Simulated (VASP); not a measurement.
# RbBr (Fm-3m) in VASP: notebook

RbBr is run at these levels: LDA; tasks: single point.

Program: VASP 6.6.1. These are calculated values, not measurements. Logs are shortened: lines on timing, memory, paths and dates and some standing lists are left out, and cuts for length are marked.

**1. The cell of the first run**

Symmetry: Fm-3m, No. 225, cubic system. Conventional cell: a = 6.666 Å, b = 6.666 Å, c = 6.666 Å, α = 90.00°, β = 90.00°, γ = 90.00°. Rb (site symmetry m-3m) has 6 Br at 3.33 Å within 4.4 Å. Br (site symmetry m-3m) has 6 Rb at 3.33 Å within 4.4 Å.

**2. Single point, LDA**

The input, INCAR:

```
  ALGO = Normal
  EDIFF = 1E-6
  ENCUT = 500
  GGA_COMPAT = F
  ISIF = 2
  ISMEAR = 0
  LASPH = T
  LCHARG = T
  LELF = T
  LREAL = F
  LVHAR = T
  LWAVE = F
  NBANDS = 15
  NELM = 120
  PREC = Accurate
  SIGMA = 0.01
```

The input, KPOINTS:

```
k-points
0
Gamma
  4 4 4
```

The input, POSCAR:

```
RbBr
1.0
    0.0000000000      3.3330619075      3.3330619075
    3.3330619075      0.0000000000      3.3330619075
    3.3330619075      3.3330619075      0.0000000000
Rb Br
1 1
Direct
    0.0000000000      0.0000000000      0.0000000000
    0.5000000000      0.5000000000      0.5000000000
```

Potentials or basis: VASP PAW LDA potentials, release 64 (Rb_sv, Br).

Started as:

```sh
cat potpaw_LDA.64/Rb_sv/POTCAR potpaw_LDA.64/Br/POTCAR > POTCAR
mpirun -np 1 vasp_std > vasp.out
```

OUTCAR:

```text
EDIFF = 1E-6
   ENCUT = 500
   ISIF = 2
   ISMEAR = 0
   LASPH = T
   LREAL = F
   NELM = 120
   PREC = Accurate

 ion  position               nearest neighbor table
   1  0.000  0.000  0.000-   2 3.33   2 3.33   2 3.33   2 3.33   2 3.33   2 3.33
   2  0.500  0.500  0.500-   1 3.33   1 3.33   1 3.33   1 3.33   1 3.33   1 3.33

  LATTYP: Found a face centered cubic cell.
 ALAT       =     6.6661238150

  Lattice vectors:

 A1 = (   0.0000000000,   3.3330619075,   3.3330619075)
 A2 = (   3.3330619075,   0.0000000000,   3.3330619075)
 A3 = (   3.3330619075,   3.3330619075,   0.0000000000)

Analysis of symmetry for initial positions (statically):
=====================================================================
 Subroutine PRICEL returns:
 Original cell was already a primitive cell.

 Routine SETGRP: Setting up the symmetry group for a
 face centered cubic supercell.

 Subroutine GETGRP returns: Found 48 space group operations
 (whereof 48 operations were pure point group operations)
 out of a pool of 48 trial point group operations.

The static configuration has the point symmetry O_h .

Analysis of symmetry for dynamics (positions and initial velocities):
=====================================================================
 Subroutine PRICEL returns:
 Original cell was already a primitive cell.

 Routine SETGRP: Setting up the symmetry group for a
 face centered cubic supercell.

 Subroutine GETGRP returns: Found 48 space group operations
 (whereof 48 operations were pure point group operations)
 out of a pool of 48 trial point group operations.

The dynamic configuration has the point symmetry O_h .

 Subroutine INISYM returns: Found 48 space group operations
 (whereof 48 operations are pure point group operations),
 and found     1 'primitive' translations

----------------------------------------------------------------------------------------

                                     Primitive cell

  volume of cell :      74.0560

  direct lattice vectors                    reciprocal lattice vectors
     0.000000000  3.333061907  3.333061907    -0.150012215  0.150012215  0.150012215
     3.333061907  0.000000000  3.333061907     0.150012215 -0.150012215  0.150012215
     3.333061907  3.333061907  0.000000000     0.150012215  0.150012215 -0.150012215

  length of vectors
     4.713661354  4.713661354  4.713661354     0.259828778  0.259828778  0.259828778

  position of ions in fractional coordinates (direct lattice)
     0.000000000  0.000000000  0.000000000
     0.500000000  0.500000000  0.500000000

  ion indices of the primitive-cell ions
   primitive index   ion index
                 1           1
                 2           2

----------------------------------------------------------------------------------------

 KPOINTS: k-points

Automatic generation of k-mesh.
 Grid dimensions read from file:
 generate k-points for:    4    4    4

 Generating k-lattice:

  Cartesian coordinates                     Fractional coordinates (reciprocal lattice)
    -0.037503054  0.037503054  0.037503054     0.250000000  0.000000000  0.000000000
     0.037503054 -0.037503054  0.037503054     0.000000000  0.250000000  0.000000000
     0.037503054  0.037503054 -0.037503054     0.000000000  0.000000000  0.250000000

  Length of vectors
     0.064957195  0.064957195  0.064957195

  Shift w.r.t. Gamma in fractional coordinates (k-lattice)
     0.000000000  0.000000000  0.000000000

 Subroutine IBZKPT returns following result:
 ===========================================

 Found      8 irreducible k-points:

 Following reciprocal coordinates:
            Coordinates               Weight
  0.000000  0.000000  0.000000      1.000000
  0.250000  0.000000  0.000000      8.000000
  0.500000  0.000000  0.000000      4.000000
  0.250000  0.250000  0.000000      6.000000
  0.500000  0.250000  0.000000     24.000000
 -0.250000  0.250000  0.000000     12.000000
  0.500000  0.500000  0.000000      3.000000
 -0.250000  0.500000  0.250000      6.000000
   k-points           NKPTS =      8   k-points in BZ     NKDIM =      8   number of bands    NBANDS=     15
   number of dos      NEDOS =    301   number of ions     NIONS =      2
   total plane-waves  NPLWV =  46656
   dimension x,y,z NGX =    36 NGY =   36 NGZ =   36
   dimension x,y,z NGXF=    72 NGYF=   72 NGZF=   72
   ions per type =               1   1
   NGX,Y,Z   is equivalent  to a cutoff of  12.70, 12.70, 12.70 a.u.
   NGXF,Y,Z  is equivalent  to a cutoff of  25.39, 25.39, 25.39 a.u.
 SYSTEM =  unknown system
   PREC   = accura    normal or accurate (medium, high low for compatibility)
   ISTART =      0    job   : 0-new  1-cont  2-samecut
   ICHARG =      2    charge: 1-file 2-atom 10-const
   ISPIN  =      1    spin polarized calculation?
   LNONCOLLINEAR =      F non collinear calculations
   LSORBIT =      F    spin-orbit coupling
   LASPH  =      T    aspherical Exc in radial PAW
   ENCUT  =  500.0 eV  36.75 Ry    6.06 a.u.   8.59  8.59  8.59*2*pi/ulx,y,z
   NELM   =    120;   NELMIN=  2; NELMDL= -5     # of ELM steps
   EDIFF  = 0.1E-05   stopping-criterion for ELM
   LREAL  =      F    real-space projection
   EDIFFG = 0.1E-04   stopping-criterion for IOM
   NSW    =      0    number of steps for IOM
   IBRION =     -1    ionic relax: 0-MD 1-quasi-New 2-CG
   NFREE  =      0    steps in history (QN), initial steepest desc. (CG)
   ISIF   =      2    stress and relaxation
   ISYM   =      2    0-nonsym 1-usesym 2-fastsym
   POTIM  = 0.5000    time-step for ionic-motion
   TEBEG  =    0.0;   TEEND  =   0.0 temperature during run
   PSTRESS=    0.0 pullay stress
   NELECT =      16.0000    total number of electrons
   NUPDOWN=      -1.0000    fix difference up-down
   EMIN   =  10.00;   EMAX   =-10.00  energy-range for DOS
   EFERMI =   0.00;   METHOD = LEGACY
   ISMEAR =     0;   SIGMA  =   0.01  broadening in eV -4-tet -1-fermi 0-gaus
   EFERMI_NEDOS =   21; number of points for ismear=-14 and -15
   IALGO  =     38    algorithm
   IMIX   =      4    mixing-type and parameters
     AMIX     =   0.40;   BMIX     =  1.00
     AMIX_MAG =   1.60;   BMIX_MAG =  1.00
  volume/ion in A,a.u.               =      37.03       249.88
  Fermi-wavevector in a.u.,A,eV,Ry     =   0.982339  1.856352 13.129488  0.964990
  Thomas-Fermi vector in A             =   2.113414
   LORBIT       =      0    0 simple, 1 ext, 2 COOP (PROOUT), +10 PAW based schemes
   GGA     = CA    functional components
   LHFCALC =     F    Hartree Fock is set to
   AEXX    =    0.0000 exact exchange contribution
   IVDW    =     0    specifies the selected vdW correction
   LEPSILON=     F    determine dielectric tensor
   LRPA    =     F    only Hartree local field effects (RPA)
 non-spin polarized calculation
 Gauss-broadening in eV      SIGMA  =   0.01
  energy-cutoff  :      500.00
  volume of cell :       74.06
 maximum number of plane-waves:      1893
 NGX is ok and might be reduce to    36
   NGX = 17   NGY = 17   NGZ = 17

 number of electron      15.9999999 magnetization

 Free energy of the ion-electron system (eV)
  ---------------------------------------------------
  ext. energy  EPLUGINS =         0.00000000
  ---------------------------------------------------
  free energy    TOTEN  =        -6.71836482 eV

  energy without entropy =       -6.71836482  energy(sigma->0) =       -6.71836482

 E-fermi :  -1.5302     XC(G=0):  -8.0718

 val. band max:       -1.6086080650   @ k =   0.0000   0.0000   0.0000
 cond. band min:       2.5611913098   @ k =   0.0000   0.0000   0.0000
 fundamental gap:      4.1697993748
 Fermi energy:        -1.5301876804

 k-point     1 :       0.0000    0.0000    0.0000
  band No.  band energies     occupation
      1     -25.7231      2.00000
      2     -13.9106      2.00000
      3      -9.8745      2.00000
      4      -9.8745      2.00000
      5      -9.8745      2.00000
      6      -1.6086      2.00000
      7      -1.6086      2.00000
      8      -1.6086      2.00000
      9       2.5612      0.00000
     10       5.4230      0.00000
     11       5.4230      0.00000
     12       5.4230      0.00000
     13       6.4360      0.00000
     14       6.4360      0.00000
     15       9.1178      0.00000

 k-point     2 :       0.2500    0.0000    0.0000
  band No.  band energies     occupation
      1     -25.7151      2.00000
      2     -13.9444      2.00000
      3      -9.8793      2.00000
      4      -9.8793      2.00000
      5      -9.8389      2.00000
      6      -2.3104      2.00000
      7      -1.8518      2.00000
      8      -1.8518      2.00000
      9       3.9607      0.00000
     10       5.3105      0.00000
     11       6.2166      0.00000
     12       6.2166      0.00000
     13       7.4409      0.00000
     14       7.4409      0.00000
     15      11.0117      0.00000

 k-point     3 :       0.5000    0.0000    0.0000
  band No.  band energies     occupation
      1     -25.7072      2.00000
      2     -13.9777      2.00000
      3      -9.8838      2.00000
      4      -9.8838      2.00000
      5      -9.8036      2.00000
      6      -2.8260      2.00000
      7      -2.0704      2.00000
      8      -2.0704      2.00000
      9       5.0640      0.00000
     10       6.0801      0.00000
     11       7.8950      0.00000
     12       7.8950      0.00000
     13       8.5810      0.00000
     14       8.5810      0.00000
     15       9.6058      0.00000
[... 55 lines left out ...]
 k-point     7 :       0.5000    0.5000    0.0000
  band No.  band energies     occupation
      1     -25.7028      2.00000
      2     -13.8442      2.00000
      3     -10.1492      2.00000
      4      -9.9820      2.00000
      5      -9.9820      2.00000
      6      -2.1210      2.00000
      7      -1.7754      2.00000
      8      -1.7754      2.00000
      9       3.5789      0.00000
     10       5.5137      0.00000
     11       7.6017      0.00000
     12       7.6434      0.00000
     13       7.9764      0.00000
     14       9.3975      0.00000
     15       9.3975      0.00000

 k-point     8 :      -0.2500    0.5000    0.2500
  band No.  band energies     occupation
      1     -25.7026      2.00000
      2     -13.8833      2.00000
      3     -10.0659      2.00000
      4     -10.0659      2.00000
      5      -9.8452      2.00000
      6      -2.2267      2.00000
      7      -1.9940      2.00000
      8      -1.9940      2.00000
      9       5.2432      0.00000
     10       5.2432      0.00000
     11       6.7084      0.00000
     12       7.1014      0.00000
     13       9.4499      0.00000
     14       9.6060      0.00000
     15       9.6450      0.00000

------------------------ aborting loop because EDIFF is reached ----------------------------------------

  FORCE on cell =-STRESS in cart. coord.  units (eV):
  Direction    XX          YY          ZZ          XY          YZ          ZX
  --------------------------------------------------------------------------------------
  -------------------------------------------------------------------------------------
  Total        0.0389324      0.0389324      0.0389324     -0.0000000     -0.0000000      0.0000000
  in kB        0.8422900      0.8422900      0.8422900     -0.0000000     -0.0000000      0.0000000
  external PRESSURE =       0.8422900 kB  Pullay stress =       0.0000000 kB

 VOLUME and BASIS-vectors are now :
 -----------------------------------------------------------------------------
  energy-cutoff  :      500.00
  volume of cell :       74.06
      direct lattice vectors                 reciprocal lattice vectors
     0.000000000  3.333061907  3.333061907    -0.150012215  0.150012215  0.150012215
     3.333061907  0.000000000  3.333061907     0.150012215 -0.150012215  0.150012215
     3.333061907  3.333061907  0.000000000     0.150012215  0.150012215 -0.150012215

 POSITION                                       TOTAL-FORCE (eV/Angst)
 -----------------------------------------------------------------------------------
      0.00000      0.00000      0.00000         0.000000      0.000000      0.000000
      3.33306      3.33306      3.33306        -0.000000     -0.000000     -0.000000
 -----------------------------------------------------------------------------------
    total drift:                                0.000000      0.000000      0.000000

  FREE ENERGIE OF THE ION-ELECTRON SYSTEM (eV)
  ---------------------------------------------------
  free  energy   TOTEN  =        -6.7183648247 eV

  energy  without entropy=       -6.7183648247  energy(sigma->0) =       -6.71836482
```

It took 12 s on 1 thread of Intel Xeon 8259CL, shared host; peak memory 0.17 GiB.

Results:

```yaml
Free_energy: -6.7184 eV
Pressure: 0.1 GPa
Band_gap_on_the_k_mesh: 4.17 eV, direct
```

LDA gaps usually lie below the measured ones, often by a third to a half.

**3. Single point, LDA**

This run uses another cell than the first one, of 38.64 Å³/atom, 1.043 times its volume.

The input, INCAR:

```
SYSTEM = RbBr
  ALGO = Normal
  EDIFF = 1E-6
  ENCUT = 500
  GGA_COMPAT = .FALSE.
  ISIF = 2
  ISMEAR = 0
  LASPH = .TRUE.
  LCHARG = .TRUE.
  LELF = .TRUE.
  LREAL = .FALSE.
  LVHAR = .TRUE.
  LWAVE = .FALSE.
  NBANDS = 15
  NELM = 120
  PREC = Accurate
  SIGMA = 0.01
```

The input, KPOINTS:

```
k-points
0
G
  4 4 4
  0 0 0
```

The input, POSCAR:

```
RbBr
1.0
    0.0000000000      3.3806835115      3.3806835115
    3.3806835115      0.0000000000      3.3806835115
    3.3806835115      3.3806835115      0.0000000000
Rb Br
1 1
Direct
    0.0000000000      0.0000000000      0.0000000000
    0.5000000000      0.5000000000      0.5000000000
```

Potentials or basis: VASP PAW LDA potentials, release 64 (Rb_sv, Br).

Started as:

```sh
cat potpaw_LDA.64/Rb_sv/POTCAR potpaw_LDA.64/Br/POTCAR > POTCAR
mpirun -np 1 vasp_std > vasp.out
```

It took 14 s on 1 thread of Intel Xeon 8259CL, shared host; peak memory 0.17 GiB.

It converged, with:

```
Free energy            : -6.7125 eV
Pressure               : -0.6 GPa
Band gap on the k mesh : 4.06 eV, direct
```

Levels at points of the mesh, in eV from the valence-band top:
```
           k point  band 4  band 5  band 6  band 7  band 8  band 9  band 10  band 11  band 12  band 13
(0.00, 0.00, 0.00)   -8.34   -8.34    0.00    0.00    0.00    4.06     7.03     7.03     7.03     8.01
(0.50, 0.00, 0.00)   -8.35   -8.28   -1.13   -0.42   -0.42    6.57     7.55     9.38     9.38    10.05
(0.50, 0.50, 0.00)   -8.43   -8.43   -0.51   -0.17   -0.17    5.25     6.95     9.03     9.13     9.41
```

LDA gaps usually lie below the measured ones, often by a third to a half.

**4. Single point, LDA**

This run uses another cell than the first one, of 40.25 Å³/atom, 1.087 times its volume.

The input, INCAR:

```
SYSTEM = RbBr
PREC = Accurate ; ENCUT = 500
EDIFF = 1E-6 ; ISMEAR = 0
SIGMA = 0.01 ; LREAL = .False.
LASPH = .True. ; NELM = 120
ALGO = Normal ; ISIF = 2
LWAVE = .False. ; LCHARG = .False.
GGA = CA ; NBANDS = 15
GGA_COMPAT = .False.
```

The input, KPOINTS:

```
regular mesh
0
Gamma
  4 4 4
  0 0 0
```

The input, POSCAR:

```
RbBr
1.0
    0.0000000000      3.4270000000      3.4270000000
    3.4270000000      0.0000000000      3.4270000000
    3.4270000000      3.4270000000      0.0000000000
Rb Br
1 1
Direct
    0.0000000000      0.0000000000      0.0000000000
    0.5000000000      0.5000000000      0.5000000000
```

Started as:

```sh
cat potpaw_LDA.64/Rb_sv/POTCAR potpaw_LDA.64/Br/POTCAR > POTCAR
mpirun -np 1 vasp_std > vasp.out
```

It took 11 s on 1 thread of Intel Xeon 8259CL, shared host; peak memory 0.17 GiB.

It converged, with:

| Quantity | Value |
| --- | --- |
| Free energy | -6.6940 eV |
| Pressure | -1.2 GPa |
| Band gap on the k mesh | 3.96 eV, direct |

Levels at points of the mesh, in eV from the valence-band top:
```
           k point  band 4  band 5  band 6  band 7  band 8  band 9  band 10  band 11  band 12  band 13
(0.00, 0.00, 0.00)   -8.41   -8.41    0.00    0.00    0.00    3.96     7.03     7.03     7.03     7.97
(0.50, 0.00, 0.00)   -8.42   -8.37   -1.06   -0.38   -0.38    6.46     7.41     9.26     9.26     9.92
(0.50, 0.50, 0.00)   -8.49   -8.49   -0.50   -0.17   -0.17    5.30     6.80     8.82     9.06     9.24
```

[end of part 1 of 2]
